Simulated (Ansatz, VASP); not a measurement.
YbH3: VASP beside Ansatz

```xyz
4
Lattice="0.0000 2.5413 2.5413 2.5413 0.0000 2.5413 2.5413 2.5413 0.0000" Properties=species:S:1:pos:R:3 pbc="T T T"
Yb    0.0000    0.0000    0.0000
H     2.5413    2.5413    2.5413
H     1.2707    1.2707    1.2707
H     3.8120    3.8120    3.8120
```

Alike in both runs: task single point; functional PBE; k mesh 10 × 10 × 10; occupations gaussian, width 0.05 eV; no spin polarisation.

```csv
,VASP,Ansatz
version,VASP 6.6.1,Ansatz 0.2.0
potentials or method,"VASP PAW PBE potentials, release 64 (Yb, H), cutoff 520 eV","scalar-relativistic, plane waves, PAW"
valence electrons in the cell,27,27
```

Ansatz gave:

```
gap on the k mesh at the Fermi level (eV) : none
pressure (GPa)                            : 0.0
```

What did VASP give for the same quantities?

gap on the k mesh at the Fermi level (eV): none; pressure (GPa): -0.1.

A gap of «none» marks a metal or a gap that the smearing closes.

Spin-orbit coupling is off throughout.
